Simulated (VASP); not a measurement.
Set up this calculation in VASP 6.6.1, as the native input.

| Quantity | Value |
| --- | --- |
| Task | single point |
| Functional | PBE |
| Potentials or basis | VASP PAW PBE potentials, release 64 (Si) |
| Cutoff | 520 eV |
| k mesh | 10 × 10 × 10 |
| Occupations | gaussian, width 0.1 eV |
| Spin | no spin polarisation |
| Dipole correction | no |
| Further INCAR settings | ALGO = Normal; EDIFF = 1e-06; NBANDS = 21 |

The structure of Si lies in POSCAR:

```
Si
1.0
   -3.4459288973      3.4459288973      2.1721939588
    3.4459288973     -3.4459288973      2.1721939588
    3.4459288973      3.4459288973     -2.1721939588
Si
6
Direct
    0.0000000000      0.0000000000      0.0000000000
    0.7500000000      0.2500000000      0.5000000000
    0.3750000000      0.6250000000      0.7500000000
    0.3750000000      0.1250000000      0.7500000000
    0.3750000000      0.6250000000      0.2500000000
    0.8750000000      0.6250000000      0.2500000000
```

The cell was generated, and may not be a known phase.

One way to write it, as run:

INCAR

```
SYSTEM = Si
PREC = Accurate ; ENCUT = 520
EDIFF = 1E-6 ; ISMEAR = 0
SIGMA = 0.1 ; LREAL = .False.
LASPH = .True. ; NELM = 80
ALGO = Normal ; ISIF = 2
LWAVE = .False. ; LCHARG = .False.
GGA = PE ; NBANDS = 21
```

KPOINTS

```
Automatic mesh
0
Gamma
  10 10 10
  0 0 0
```

Potentials or basis: VASP PAW PBE potentials, release 64 (Si).

Launch:

```bash
$ cat potpaw_PBE.64/Si/POTCAR > POTCAR
$ mpirun -np 1 vasp_std > vasp.out
```

It gave:

* Pressure: 0.0 GPa
* Band gap on the k mesh: zero (bands 12 and 13 overlap by 2.71 eV)

Run time: 100 s on 1 thread of Intel(R) Xeon(R) 6975P-C (Granite Rapids), with other jobs on the host, peak memory 0.32 GiB.
